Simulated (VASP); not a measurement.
# Si (C2/m) in VASP: single point with r2SCAN

Aim: the single point of Si with r2SCAN.

All numbers are computed with VASP 6.6.1; they aren't measurements. Logs are shortened: lines on timing, memory, paths and dates and some standing lists are left out, and cuts for length are marked.

## Step 1: The cell of the first run

The structure is monoclinic, space group C2/m (No. 12). Conventional cell: a = 4.186 Å, b = 3.318 Å, c = 4.186 Å, α = 90.00°, β = 104.85°, γ = 90.00°. Si (site symmetry m) has 14 Si at 2.51 to 3.34 Å within 3.4 Å.

## Step 2: Single point, r2SCAN (atoms displaced along a vibrational mode)

POSCAR

```
Si
1.0
   -1.6588457136     -1.6588457136      1.2763369320
   -1.6588457136      1.6588457136      1.2763369320
   -3.3176914272      0.0000000000     -2.5526738641
Si
2
Direct
    0.4968454922      0.4968454922      0.5059435893
    0.0031545078      0.0031545078     -0.0059435893
```

INCAR.step1

```
SYSTEM = Si
ALGO     = Normal         ! electronic algorithm
EDIFF    = 1E-4           ! SCF threshold, eV
ENCUT    = 520            ! plane-wave cutoff, eV
GGA      = PE             ! functional
ISMEAR   = 0              ! smearing method
LASPH    = .True.         ! aspherical terms in the spheres
LCHARG   = .False.        ! write CHGCAR
LREAL    = .False.        ! projectors in reciprocal space
LWAVE    = .True.         ! write WAVECAR
NBANDS   = 11             ! bands
NELM     = 100            ! most SCF steps
PREC     = Accurate       ! precision mode
SIGMA    = 0.15           ! smearing width, eV
```

INCAR.step2

```
SYSTEM = Si
ALGO     = Normal         ! electronic algorithm
EDIFF    = 1E-6           ! SCF threshold, eV
ENCUT    = 520            ! plane-wave cutoff, eV
ISIF     = 2              ! what is computed and relaxed
ISMEAR   = 0              ! smearing method
ISTART   = 1            
LASPH    = .True.         ! aspherical terms in the spheres
LCHARG   = .False.        ! write CHGCAR
LMIXTAU  = .True.       
LREAL    = .False.        ! projectors in reciprocal space
LWAVE    = .False.        ! write WAVECAR
METAGGA  = R2SCAN         ! meta-GGA
NBANDS   = 11             ! bands
NELM     = 100            ! most SCF steps
PREC     = Accurate       ! precision mode
SIGMA    = 0.15           ! smearing width, eV
```

KPOINTS

```
k-points
0
Gamma
  24 24 16
  0 0 0
```

Potentials or basis: VASP PAW PBE potentials, release 64 (Si).

Command:

```sh
cat potpaw_PBE.64/Si/POTCAR > POTCAR
cp INCAR.step1 INCAR
mpirun -np 1 vasp_std > vasp.out
cp INCAR.step2 INCAR
mpirun -np 1 vasp_std > vasp.out
```

OUTCAR:

```text
SYSTEM = Si
   EDIFF = 1E-6
   ENCUT = 520
   ISIF = 2
   ISMEAR = 0
   ISTART = 1
   LASPH = .True.
   LREAL = .False.
   METAGGA = R2SCAN
   NELM = 100
   PREC = Accurate

 ion  position               nearest neighbor table
   1  0.497  0.497  0.506-   2 2.51   2 2.60   2 2.64   2 2.64   2 2.70   2 2.70
   2  0.003  0.003  0.994-   1 2.51   1 2.60   1 2.64   1 2.64   1 2.70   1 2.70

  LATTYP: Found a base centered monoclinic cell.
 ALAT       =     4.1860745648
 B/A-ratio  =     0.7925543073
 C/A-ratio  =     1.0000000000
 COS(beta)  =    -0.2562846602

  Lattice vectors:

 A1 = (   1.6588457136,   1.6588457136,  -1.2763369320)
 A2 = (   1.6588457136,  -1.6588457136,  -1.2763369320)
 A3 = (  -3.3176914272,   0.0000000000,  -2.5526738641)

Analysis of symmetry for initial positions (statically):
=====================================================================
 Subroutine PRICEL returns:
 Original cell was already a primitive cell.

 Routine SETGRP: Setting up the symmetry group for a
 base centered monoclinic supercell.

 Subroutine GETGRP returns: Found  4 space group operations
 (whereof  2 operations were pure point group operations)
 out of a pool of  4 trial point group operations.

The static configuration has the point symmetry C_1h.
 The point group associated with its full space group is C_2h.

Analysis of symmetry for dynamics (positions and initial velocities):
=====================================================================
 Subroutine PRICEL returns:
 Original cell was already a primitive cell.

 Routine SETGRP: Setting up the symmetry group for a
 base centered monoclinic supercell.

 Subroutine GETGRP returns: Found  4 space group operations
 (whereof  2 operations were pure point group operations)
 out of a pool of  4 trial point group operations.

The dynamic configuration has the point symmetry C_1h.
 The point group associated with its full space group is C_2h.

 Subroutine INISYM returns: Found  4 space group operations
 (whereof  2 operations are pure point group operations),
 and found     1 'primitive' translations

----------------------------------------------------------------------------------------

                                     Primitive cell

  volume of cell :      28.0975

  direct lattice vectors                    reciprocal lattice vectors
    -1.658845714 -1.658845714  1.276336932    -0.150707204 -0.301414409  0.195873044
    -1.658845714  1.658845714  1.276336932    -0.150707204  0.301414409  0.195873044
    -3.317691427  0.000000000 -2.552673864    -0.150707204  0.000000000 -0.195873044

  length of vectors
     2.670687958  2.670687958  4.186074565     0.389781422  0.389781422  0.247141479

  position of ions in fractional coordinates (direct lattice)
     0.496845492  0.496845492  0.505943589
     0.003154508  0.003154508  0.994056411

  ion indices of the primitive-cell ions
   primitive index   ion index
                 1           1
                 2           2

----------------------------------------------------------------------------------------

 KPOINTS: k-points

Automatic generation of k-mesh.
 Grid dimensions read from file:
 generate k-points for:   24   24   16

 Generating k-lattice:

  Cartesian coordinates                     Fractional coordinates (reciprocal lattice)
    -0.006279467 -0.012558934  0.008161377     0.041666667  0.000000000  0.000000000
    -0.006279467  0.012558934  0.008161377     0.000000000  0.041666667  0.000000000
    -0.009419200  0.000000000 -0.012242065    -0.000000000 -0.000000000  0.062500000

  Length of vectors
     0.016240893  0.016240893  0.015446342

  Shift w.r.t. Gamma in fractional coordinates (k-lattice)
     0.000000000  0.000000000  0.000000000

 Subroutine IBZKPT returns following result:
 ===========================================

 Found   2414 irreducible k-points:

 Following reciprocal coordinates:
            Coordinates               Weight
  0.000000  0.000000  0.000000      1.000000
  0.041667  0.000000  0.000000      4.000000
  0.083333  0.000000  0.000000      4.000000
  0.125000  0.000000 -0.000000      4.000000
  0.166667  0.000000 -0.000000      4.000000
  0.208333  0.000000 -0.000000      4.000000
[... 16 lines left out ...]
  0.416667  0.041667 -0.000000      4.000000
  0.458333  0.041667 -0.000000      4.000000
 [... further k-points ...]
   k-points           NKPTS =   2414   k-points in BZ     NKDIM =   2414   number of bands    NBANDS=     11
   number of dos      NEDOS =    301   number of ions     NIONS =      2
   total plane-waves  NPLWV =  12800
   dimension x,y,z NGX =    20 NGY =   20 NGZ =   32
   dimension x,y,z NGXF=    40 NGYF=   40 NGZF=   64
   ions per type =               2
   NGX,Y,Z   is equivalent  to a cutoff of  12.45, 12.45, 12.71 a.u.
   NGXF,Y,Z  is equivalent  to a cutoff of  24.90, 24.90, 25.42 a.u.
 SYSTEM =  Si
   PREC   = accura    normal or accurate (medium, high low for compatibility)
   ISTART =      1    job   : 0-new  1-cont  2-samecut
   ICHARG =      0    charge: 1-file 2-atom 10-const
   ISPIN  =      1    spin polarized calculation?
   LNONCOLLINEAR =      F non collinear calculations
   LSORBIT =      F    spin-orbit coupling
   LASPH  =      T    aspherical Exc in radial PAW
   ENCUT  =  520.0 eV  38.22 Ry    6.18 a.u.   4.97  4.97  7.78*2*pi/ulx,y,z
   NELM   =    100;   NELMIN=  2; NELMDL=  0     # of ELM steps
   EDIFF  = 0.1E-05   stopping-criterion for ELM
   LREAL  =      F    real-space projection
   EDIFFG = 0.1E-04   stopping-criterion for IOM
   NSW    =      0    number of steps for IOM
   IBRION =     -1    ionic relax: 0-MD 1-quasi-New 2-CG
   NFREE  =      0    steps in history (QN), initial steepest desc. (CG)
   ISIF   =      2    stress and relaxation
   ISYM   =      2    0-nonsym 1-usesym 2-fastsym
   POTIM  = 0.5000    time-step for ionic-motion
   TEBEG  =    0.0;   TEEND  =   0.0 temperature during run
   PSTRESS=    0.0 pullay stress
   NELECT =       8.0000    total number of electrons
   NUPDOWN=      -1.0000    fix difference up-down
   EMIN   =  10.00;   EMAX   =-10.00  energy-range for DOS
   EFERMI =   0.00;   METHOD = LEGACY
   ISMEAR =     0;   SIGMA  =   0.15  broadening in eV -4-tet -1-fermi 0-gaus
   EFERMI_NEDOS =   21; number of points for ismear=-14 and -15
   IALGO  =     38    algorithm
   IMIX   =      4    mixing-type and parameters
     AMIX     =   0.40;   BMIX     =  1.00
     AMIX_MAG =   1.60;   BMIX_MAG =  1.00
  volume/ion in A,a.u.               =      14.05        94.81
  Fermi-wavevector in a.u.,A,eV,Ry     =   1.077000  2.035235 15.781794  1.159929
  Thomas-Fermi vector in A             =   2.212900
   LORBIT       =      0    0 simple, 1 ext, 2 COOP (PROOUT), +10 PAW based schemes
   METAGGA = R2SCAN    functional components
   LHFCALC =     F    Hartree Fock is set to
   AEXX    =    0.0000 exact exchange contribution
   IVDW    =     0    specifies the selected vdW correction
   LEPSILON=     F    determine dielectric tensor
   LRPA    =     F    only Hartree local field effects (RPA)
 non-spin polarized calculation
 Gauss-broadening in eV      SIGMA  =   0.15
  energy-cutoff  :      520.00
  volume of cell :       28.10
 maximum number of plane-waves:       774
   NGX =  9   NGY =  9   NGZ = 15

 number of electron       7.9999999 magnetization

 Free energy of the ion-electron system (eV)
  ---------------------------------------------------
  ext. energy  EPLUGINS =         0.00000000
  ---------------------------------------------------
  free energy    TOTEN  =       -16.18978776 eV

  energy without entropy =      -16.18185491  energy(sigma->0) =      -16.18582134

 E-fermi :  10.5419     XC(G=0): -12.0333

 val. band max:       10.5417244362   @ k =   0.3333   0.2917   0.3750
 cond. band min:      10.5419337560   @ k =  -0.2917   0.4167   0.0625
 fundamental gap:      0.0002093198
 Fermi energy:        10.5418919332

 k-point     1 :       0.0000    0.0000    0.0000
  band No.  band energies     occupation
      1      -5.0760      2.00000
      2       3.7603      2.00000
      3       4.5742      2.00000
      4      15.5395      0.00000
      5      16.8510      0.00000
      6      17.2165      0.00000
      7      19.8879      0.00000
      8      20.3507      0.00000
      9      20.5670      0.00000
     10      20.6561      0.00000
     11      23.5473      0.00000

 k-point     2 :       0.0417    0.0000    0.0000
  band No.  band energies     occupation
      1      -5.0355      2.00000
      2       3.7525      2.00000
      3       4.6583      2.00000
      4      14.9359      0.00000
      5      16.3396      0.00000
      6      18.0544      0.00000
      7      19.0062      0.00000
      8      20.4764      0.00000
      9      20.8086      0.00000
     10      21.3427      0.00000
     11      23.6876      0.00000

 k-point     3 :       0.0833    0.0000    0.0000
  band No.  band energies     occupation
      1      -4.9139      2.00000
      2       3.7507      2.00000
      3       4.8887      2.00000
      4      13.5940      0.00000
      5      16.1906      0.00000
      6      17.8036      0.00000
      7      18.7874      0.00000
      8      20.2778      0.00000
      9      21.8642      0.00000
     10      22.1692      0.00000
     11      23.7920      0.00000

 k-point     4 :       0.1250    0.0000   -0.0000
  band No.  band energies     occupation
      1      -4.7116      2.00000
      2       3.7872      2.00000
      3       5.2316      2.00000
      4      12.1205      0.00000
      5      16.1428      0.00000
      6      16.5763      0.00000
      7      19.3516      0.00000
      8      20.0374      0.00000
      9      22.5606      0.00000
     10      23.2115      0.00000
     11      23.5953      0.00000

 k-point     5 :       0.1667    0.0000   -0.0000
  band No.  band energies     occupation
      1      -4.4287      2.00000
      2       3.8789      2.00000
      3       5.6668      2.00000
      4      10.6549      0.28679
      5      15.3457      0.00000
      6      16.1550      0.00000
      7      19.7605      0.00000
      8      19.9461      0.00000
      9      21.8077      0.00000
     10      23.8399      0.00000
     11      24.5766      0.00000
[... 211 lines left out ...]
 k-point    21 :       0.3333    0.0417   -0.0000
  band No.  band energies     occupation
      1      -2.5847      2.00000
      2       4.3624      2.00000
      3       5.8009      2.00000
      4       8.3988      2.00000
      5      11.3727      0.00000
      6      16.7097      0.00000
      7      17.8086      0.00000
      8      19.2604      0.00000
      9      21.0442      0.00000
     10      21.9296      0.00000
     11      22.6379      0.00000

 k-point    22 :       0.3750    0.0417    0.0000
  band No.  band energies     occupation
      1      -1.9225      2.00000
      2       3.8420      2.00000
      3       5.5740      2.00000
      4       9.2018      2.00000
      5      10.3957      1.83199
      6      15.4776      0.00000
      7      17.9912      0.00000
      8      18.6538      0.00000
      9      21.1594      0.00000
     10      21.8772      0.00000
     11      22.8803      0.00000

 k-point    23 :       0.4167    0.0417   -0.0000
  band No.  band energies     occupation
      1      -1.1842      2.00000
      2       2.8641      2.00000
      3       5.9401      2.00000
      4       9.4848      2.00000
      5      10.0854      1.99998
      6      14.2766      0.00000
      7      17.8800      0.00000
      8      18.3179      0.00000
      9      21.0368      0.00000
     10      21.9216      0.00000
     11      23.6071      0.00000

 k-point    24 :       0.4583    0.0417   -0.0000
  band No.  band energies     occupation
      1      -0.3721      2.00000
      2       1.8484      2.00000
      3       6.4862      2.00000
      4       8.6477      2.00000
      5      11.0361      0.00000
      6      13.1229      0.00000
      7      17.3355      0.00000
      8      18.3885      0.00000
      9      20.9648      0.00000
     10      22.0737      0.00000
     11      24.5172      0.00000

 [... further k-points ...]

------------------------ aborting loop because EDIFF is reached ----------------------------------------

  FORCE on cell =-STRESS in cart. coord.  units (eV):
  Direction    XX          YY          ZZ          XY          YZ          ZX
  --------------------------------------------------------------------------------------
  -------------------------------------------------------------------------------------
  Total       -0.0113881      0.0105448      0.1649166      0.0000000      0.0000000     -0.0302782
  in kB       -0.6493737      0.6012853      9.4038941      0.0000000      0.0000000     -1.7265270
  external PRESSURE =       3.1186019 kB  Pullay stress =       0.0000000 kB

 VOLUME and BASIS-vectors are now :
 -----------------------------------------------------------------------------
  energy-cutoff  :      520.00
  volume of cell :       28.10
      direct lattice vectors                 reciprocal lattice vectors
    -1.658845714 -1.658845714  1.276336932    -0.150707204 -0.301414409  0.195873044
    -1.658845714  1.658845714  1.276336932    -0.150707204  0.301414409  0.195873044
    -3.317691427  0.000000000 -2.552673864    -0.150707204  0.000000000 -0.195873044

 POSITION                                       TOTAL-FORCE (eV/Angst)
 -----------------------------------------------------------------------------------
     -3.32694      0.00000     -0.02322         0.099465      0.000000      0.247173
     -3.30844      0.00000     -2.52945        -0.099465      0.000000     -0.247173
 -----------------------------------------------------------------------------------
    total drift:                               -0.000000     -0.000000      0.000000

  FREE ENERGIE OF THE ION-ELECTRON SYSTEM (eV)
  ---------------------------------------------------
  free  energy   TOTEN  =       -16.1897877608 eV

  energy  without entropy=      -16.1818549096  energy(sigma->0) =      -16.18582134
```

Run time: 26 min. Hardware: 1 thread of Oxide Virtual Turin-like, shared host; peak memory 0.59 GiB.

Results:

```
Free energy            : -16.1898 eV
Pressure               : 0.3 GPa
Largest force          : 0.266 eV/Å
Band gap on the k mesh : zero (bands 4 and 5 overlap by 8.95 eV)
```

Forces on the atoms (eV/Å):
```
Si   0.099  0.000  0.247
Si  -0.099  0.000 -0.247
```

Levels at points of the mesh, in eV from the Fermi level:
| k point | band 2 | band 3 | band 4 | band 5 | band 6 | band 7 |
| --- | --- | --- | --- | --- | --- | --- |
| (0.00, 0.00, 0.00) | -6.78 | -5.97 | 5.00 | 6.31 | 6.67 | 9.35 |
| (0.50, 0.00, 0.00) | -9.81 | -3.16 | -2.98 | 1.35 | 1.58 | 7.31 |
| (0.50, 0.50, 0.00) | -5.98 | -3.08 | -3.06 | -2.24 | 1.10 | 5.01 |
| (0.00, 0.00, 0.50) | -13.07 | 4.34 | 4.64 | 5.38 | 5.54 | 7.41 |
| (0.50, 0.00, 0.50) | -8.02 | -6.77 | -5.95 | 5.01 | 6.32 | 6.68 |
| (0.50, 0.50, 0.50) | -6.55 | -1.90 | -1.78 | -1.13 | -0.68 | 1.52 |

Caveat: the cell differs from its parent crystal (atoms displaced along a vibrational mode); the PAW data sets were made with another functional, which shifts forces and pressure a little.
